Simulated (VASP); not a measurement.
# PbF2 in VASP: notebook, part 3 of 3

VASP 6.6.1. Earlier steps stand in the parts before.

## Step 6: Electric field gradients, LDA (equal xy, yz and zx shear strains of -2 %)

File INCAR:

```
ALGO = Normal
EDIFF = 1E-8
ENCUT = 520
GGA = CA
ISIF = 2
ISMEAR = -1
LASPH = True
LCHARG = False
LEFG = True
LREAL = False
LWAVE = False
NBANDS = 21
NELM = 60
PREC = Accurate
SIGMA = 0.03
```

File KPOINTS:

```
k-points
0
Gamma
  7 7 7
```

File POSCAR:

```
PbF2
1.0
   -0.0593970000      2.9401515000      2.9401515000
    2.9401515000     -0.0593970000      2.9401515000
    2.9401515000      2.9401515000     -0.0593970000
Pb F
1 2
Direct
    0.0000000000      0.0000000000      0.0000000000
    0.2500000000      0.2500000000      0.2500000000
    0.7500000000      0.7500000000      0.7500000000
```

Potentials or basis: VASP PAW LDA potentials, release 64 (Pb_d, F).

Run with:

```sh
> cat potpaw_LDA.64/Pb_d/POTCAR potpaw_LDA.64/F/POTCAR > POTCAR
> mpirun -np 1 vasp_std > vasp.out
```

OUTCAR:

```text
EDIFF = 1E-8
   ENCUT = 520
   GGA = CA
   ISIF = 2
   ISMEAR = -1
   LASPH = True
   LREAL = False
   NELM = 60
   PREC = Accurate

 ion  position               nearest neighbor table
   1  0.000  0.000  0.000-   2 2.52   3 2.52   3 2.59   2 2.59   3 2.59   3 2.59   2 2.59   2 2.59

   2  0.250  0.250  0.250-   1 2.52   1 2.59   1 2.59   1 2.59
   3  0.750  0.750  0.750-   1 2.52   1 2.59   1 2.59   1 2.59

  LATTYP: Found a trigonal (rhomboedric) cell.
 ALAT       =     4.1584263477
 COS(alpha) =     0.4797000918

  Lattice vectors:

 A1 = (  -0.0593970000,   2.9401515000,   2.9401515000)
 A2 = (   2.9401515000,  -0.0593970000,   2.9401515000)
 A3 = (   2.9401515000,   2.9401515000,  -0.0593970000)

Analysis of symmetry for initial positions (statically):
=====================================================================
 Subroutine PRICEL returns:
 Original cell was already a primitive cell.

[... 772 lines left out ...]
     2.940151500  2.940151500 -0.059397000     0.168392690  0.168392690 -0.164990818

 POSITION                                       TOTAL-FORCE (eV/Angst)
 -----------------------------------------------------------------------------------
      0.00000      0.00000      0.00000        -0.000000     -0.000000      0.000000
      1.45523      1.45523      1.45523         0.045401      0.045401      0.045401
      4.36568      4.36568      4.36568        -0.045401     -0.045401     -0.045401
 -----------------------------------------------------------------------------------
    total drift:                                0.000000     -0.000000      0.000000

  FREE ENERGIE OF THE ION-ELECTRON SYSTEM (eV)
  ---------------------------------------------------
  free  energy   TOTEN  =       -15.9010593488 eV

  energy  without entropy=      -15.9010593488  energy(sigma->0) =      -15.90105935

 Electric field gradients (V/A^2)
---------------------------------------------------------------------
 ion       V_xx      V_yy      V_zz      V_xy      V_xz      V_yz
---------------------------------------------------------------------
   1       0.000     0.000     0.000   -21.969   -21.969   -21.969
   2      -0.000     0.000    -0.000     0.484     0.484     0.484
   3      -0.000     0.000    -0.000     0.484     0.484     0.484
---------------------------------------------------------------------

 Electric field gradients after diagonalization (V/A^2)
 (convention: |V_zz| > |V_xx| > |V_yy|)
----------------------------------------------------------------------
 ion       V_xx      V_yy      V_zz     asymmetry (V_yy - V_xx)/ V_zz
----------------------------------------------------------------------
   1      21.969    21.969   -43.938       0.000
   2      -0.484    -0.484     0.968       0.000
   3      -0.484    -0.484     0.968       0.000
----------------------------------------------------------------------

           NMR quadrupolar parameters

 Cq : quadrupolar parameter    Cq=e*Q*V_zz/h
 eta: asymmetry parameters     (V_yy - V_xx)/ V_zz
 Q  : nuclear electric quadrupole moment in mb (millibarn)
----------------------------------------------------------------------
 ion       Cq(MHz)       eta       Q (mb)
----------------------------------------------------------------------
   1      -0.106       0.000       1.000
   2       0.002       0.000       1.000
   3       0.002       0.000       1.000
----------------------------------------------------------------------
```

OSZICAR:

```text
N       E                     dE             d eps       ncg     rms          rms(c)
DAV:   1     0.300641624215E+03    0.30064E+03   -0.14626E+04  1856   0.151E+03
DAV:   2     0.954157762224E+01   -0.29110E+03   -0.27271E+03  1974   0.426E+02
DAV:   3    -0.169529243113E+02   -0.26495E+02   -0.26197E+02  2188   0.138E+02
DAV:   4    -0.177051719151E+02   -0.75225E+00   -0.75180E+00  2122   0.247E+01
DAV:   5    -0.177305244198E+02   -0.25353E-01   -0.25351E-01  2406   0.465E+00    0.753E+00
DAV:   6    -0.159765432130E+02    0.17540E+01   -0.81835E+00  2495   0.226E+01    0.271E+00
DAV:   7    -0.159355751922E+02    0.40968E-01   -0.43932E-01  1953   0.406E+00    0.147E+00
DAV:   8    -0.159038291834E+02    0.31746E-01   -0.10799E-01  2203   0.330E+00    0.508E-01
DAV:   9    -0.159007917229E+02    0.30375E-02   -0.16997E-02  2350   0.952E-01    0.913E-02
DAV:  10    -0.159010976209E+02   -0.30590E-03   -0.77730E-04  2038   0.305E-01    0.346E-02
DAV:  11    -0.159010589238E+02    0.38697E-04   -0.83625E-05  2225   0.899E-02    0.115E-02
DAV:  12    -0.159010598773E+02   -0.95349E-06   -0.32628E-05  2273   0.591E-02    0.639E-03
DAV:  13    -0.159010593326E+02    0.54473E-06   -0.52237E-06  2305   0.241E-02    0.112E-03
DAV:  14    -0.159010593489E+02   -0.16341E-07   -0.24757E-07  2209   0.413E-03    0.194E-04
DAV:  15    -0.159010593488E+02    0.12687E-09   -0.41642E-09  1446   0.772E-04
   1 F= -.15901059E+02 E0= -.15901059E+02  d E =-.491857E-10
```

stdout:

```text
POSCAR found type information on POSCAR PbF
 POSCAR found :  2 types and       3 ions
 scaLAPACK will be used
 LDA part: xc-table for (Slater(with rela. corr.)+CA(PZ))
 , standard interpolation
 POSCAR, INCAR and KPOINTS ok, starting setup
 FFT: planning ... GRIDC
 FFT: planning ... GRID_SOFT
 FFT: planning ... GRID
 WAVECAR not read
 entering main loop
ion   1

ion   2

ion   3
```

It took 34 s on 1 thread of Intel Xeon Platinum 8259CL at 2.50GHz (Skylake/Cascade Lake), shared host; peak memory 0.18 GiB.

What came out:

* Free energy: -15.9011 eV
* Pressure: -4.8 GPa
* Largest force: 0.079 eV/Å
* Band gap on the k mesh: 4.23 eV (least direct gap 4.48 eV)
* Largest electric field gradient by atom: Pb -43.9; F +1.0 V/Å²

Forces on the atoms (eV/Å):
```
Pb   0.000  0.000  0.000
F    0.045  0.045  0.045
F   -0.045 -0.045 -0.045
```

Levels at points of the mesh, in eV from the valence-band top:
```tsv
k point	band 11	band 12	band 13	band 14	band 15	band 16	band 17	band 18
(0.00, 0.00, 0.00)	-2.44	-2.06	-1.95	-1.95	6.41	6.41	6.83	10.22
```

Electric field gradients, principal values (V/Å²):
```tsv
atom	least	middle	greatest (by size)
1 Pb	21.969	21.969	-43.938
2 F	-0.484	-0.484	0.968
3 F	-0.484	-0.484	0.968
```

Caveat: the cell differs from its parent crystal (equal xy, yz and zx shear strains of -2 %); the cell stands under tension; without QUAD_EFG the Cq values of the log hold for a quadrupole moment of 1 mb, not for the nuclei; spin-orbit coupling is left out, which moves the levels of the heavy elements; an odd mesh through Γ misses points on the zone boundary, where band edges can lie.

## Step 7: Electric field gradients, LDA (equal xy, yz and zx shear strains of -1 %)

File INCAR:

```
SYSTEM = PbF2
PREC = Accurate ; ENCUT = 520
EDIFF = 1E-8 ; ISMEAR = -1
SIGMA = 0.03 ; LREAL = .FALSE.
LASPH = .TRUE. ; NELM = 100
ALGO = Normal ; ISIF = 2
LWAVE = .FALSE. ; LCHARG = .FALSE.
LEFG = .TRUE. ; NBANDS = 21
```

File KPOINTS:

```
Automatic mesh
0
G
  7 7 7
  0 0 0
```

File POSCAR:

```
PbF2
1.0
   -0.0296985000      2.9550007500      2.9550007500
    2.9550007500     -0.0296985000      2.9550007500
    2.9550007500      2.9550007500     -0.0296985000
Pb F
1 2
Direct
    0.0000000000      0.0000000000      0.0000000000
    0.2500000000      0.2500000000      0.2500000000
    0.7500000000      0.7500000000      0.7500000000
```

Potentials or basis: VASP PAW LDA potentials, release 64 (Pb_d, F).

Run with:

```sh
> cat potpaw_LDA.64/Pb_d/POTCAR potpaw_LDA.64/F/POTCAR > POTCAR
> mpirun -np 1 vasp_std > vasp.out
```

OUTCAR:

```text
SYSTEM = PbF2
   PREC = Accurate
   ENCUT = 520
   EDIFF = 1E-8
   ISMEAR = -1
   LREAL = .FALSE.
   LASPH = .TRUE.
   NELM = 100
   ISIF = 2

 ion  position               nearest neighbor table
   1  0.000  0.000  0.000-   2 2.55   3 2.55   3 2.58   3 2.58   3 2.58   2 2.58   2 2.58   2 2.58

   2  0.250  0.250  0.250-   1 2.55   1 2.58   1 2.58   1 2.58
   3  0.750  0.750  0.750-   1 2.55   1 2.58   1 2.58   1 2.58

  LATTYP: Found a trigonal (rhomboedric) cell.
 ALAT       =     4.1791076638
 COS(alpha) =     0.4899250057

  Lattice vectors:

[... 794 lines left out ...]

  energy  without entropy=      -15.9052183200  energy(sigma->0) =      -15.90521832

 Electric field gradients (V/A^2)
---------------------------------------------------------------------
 ion       V_xx      V_yy      V_zz      V_xy      V_xz      V_yz
---------------------------------------------------------------------
   1       0.000     0.000     0.000   -10.653   -10.653   -10.653
   2       0.000     0.000     0.000     0.265     0.265     0.265
   3       0.000     0.000     0.000     0.265     0.265     0.265
---------------------------------------------------------------------

 Electric field gradients after diagonalization (V/A^2)
 (convention: |V_zz| > |V_xx| > |V_yy|)
----------------------------------------------------------------------
 ion       V_xx      V_yy      V_zz     asymmetry (V_yy - V_xx)/ V_zz
----------------------------------------------------------------------
   1      10.653    10.653   -21.306       0.000
   2      -0.265    -0.265     0.529       0.000
   3      -0.265    -0.265     0.529       0.000
----------------------------------------------------------------------

           NMR quadrupolar parameters

 Cq : quadrupolar parameter    Cq=e*Q*V_zz/h
 eta: asymmetry parameters     (V_yy - V_xx)/ V_zz
 Q  : nuclear electric quadrupole moment in mb (millibarn)
----------------------------------------------------------------------
 ion       Cq(MHz)       eta       Q (mb)
----------------------------------------------------------------------
   1      -0.052       0.000       1.000
   2       0.001       0.000       1.000
   3       0.001       0.000       1.000
----------------------------------------------------------------------
```

OSZICAR:

```text
N       E                     dE             d eps       ncg     rms          rms(c)
DAV:   1     0.294003263088E+03    0.29400E+03   -0.14763E+04  1869   0.154E+03
DAV:   2     0.871898546658E+01   -0.28528E+03   -0.26721E+03  2003   0.421E+02
DAV:   3    -0.169678795777E+02   -0.25687E+02   -0.25403E+02  2153   0.136E+02
DAV:   4    -0.177088164068E+02   -0.74094E+00   -0.74043E+00  2149   0.243E+01
DAV:   5    -0.177349114722E+02   -0.26095E-01   -0.26093E-01  2386   0.472E+00    0.753E+00
DAV:   6    -0.159807067604E+02    0.17542E+01   -0.81905E+00  2480   0.226E+01    0.271E+00
DAV:   7    -0.159397402164E+02    0.40967E-01   -0.44057E-01  1981   0.407E+00    0.147E+00
DAV:   8    -0.159080250608E+02    0.31715E-01   -0.10858E-01  2218   0.330E+00    0.511E-01
DAV:   9    -0.159049508220E+02    0.30742E-02   -0.17221E-02  2365   0.955E-01    0.914E-02
DAV:  10    -0.159052575157E+02   -0.30669E-03   -0.79407E-04  2018   0.309E-01    0.348E-02
DAV:  11    -0.159052180316E+02    0.39484E-04   -0.85439E-05  2254   0.912E-02    0.117E-02
DAV:  12    -0.159052188168E+02   -0.78517E-06   -0.33622E-05  2300   0.601E-02    0.637E-03
DAV:  13    -0.159052183027E+02    0.51405E-06   -0.52699E-06  2273   0.240E-02    0.109E-03
DAV:  14    -0.159052183201E+02   -0.17413E-07   -0.24398E-07  2219   0.410E-03    0.196E-04
DAV:  15    -0.159052183200E+02    0.13551E-09   -0.43714E-09  1439   0.798E-04
   1 F= -.15905218E+02 E0= -.15905218E+02  d E =-.152822E-10
```

stdout:

```text
POSCAR found type information on POSCAR PbF
 POSCAR found :  2 types and       3 ions
 scaLAPACK will be used
 LDA part: xc-table for (Slater(with rela. corr.)+CA(PZ))
 , standard interpolation
 POSCAR, INCAR and KPOINTS ok, starting setup
 FFT: planning ... GRIDC
 FFT: planning ... GRID_SOFT
 FFT: planning ... GRID
 WAVECAR not read
 entering main loop
ion   1

ion   2

ion   3
```

Run time: 34 s. Hardware: 1 thread of Intel Xeon Platinum 8259CL at 2.50GHz (Skylake/Cascade Lake), shared host; peak memory 0.18 GiB.

What came out:

| Quantity | Value |
| --- | --- |
| Free energy | -15.9052 eV |
| Pressure | -4.9 GPa |
| Largest force | 0.036 eV/Å |
| Band gap on the k mesh | 4.25 eV (least direct gap 4.48 eV) |
| Largest electric field gradient by atom | Pb -21.3; F +0.5 V/Å² |

Forces on the atoms (eV/Å):
```
Pb   0.000  0.000  0.000
F    0.021  0.021  0.021
F   -0.021 -0.021 -0.021
```

Stress tensor (GPa, compression positive):
```
-4.90  0.30  0.30
 0.30 -4.90  0.30
 0.30  0.30 -4.90
```

Electric field gradients, principal values (V/Å²):
```
atom   least  middle  greatest (by size)
1 Pb  10.653  10.653             -21.306
 2 F  -0.265  -0.265               0.529
 3 F  -0.265  -0.265               0.529
```

Caveat: the cell differs from its parent crystal (equal xy, yz and zx shear strains of -1 %); the cell stands under tension; without QUAD_EFG the Cq values of the log hold for a quadrupole moment of 1 mb, not for the nuclei; spin-orbit coupling is left out, which moves the levels of the heavy elements; an odd mesh through Γ misses points on the zone boundary, where band edges can lie.

## Step 8: The runs side by side

```tsv
cell	gap on the mesh (eV)	pressure (GPa)	largest force (eV/Å)
a = 4.221, b = 4.221, c = 4.242 Å, angles 59.8, 59.8, 60.3°, 3 atoms	4.22	-6.1	-
a = 4.242, b = 4.242, c = 4.284 Å, angles 59.7, 59.7, 60.7°, 3 atoms	4.19	-7.2	-
a = 4.158 Å, angles 61.3°, 3 atoms	4.23	-4.8	0.08
a = 4.179 Å, angles 60.7°, 3 atoms	4.25	-4.9	0.04
```

Alike in all rows: task electric field gradients; level LDA; potentials or basis VASP PAW LDA potentials, release 64 (Pb_d, F); no spin polarisation; k mesh 7 × 7 × 7; cutoff (eV) 520; smearing fermi-dirac 0.03 eV.

Caveats: the cell stands under tension; spin-orbit coupling is left out, which moves the levels of the heavy elements; an odd mesh through Γ misses points on the zone boundary, where band edges can lie.

Absolute energies hang on the potentials; compare differences alone.
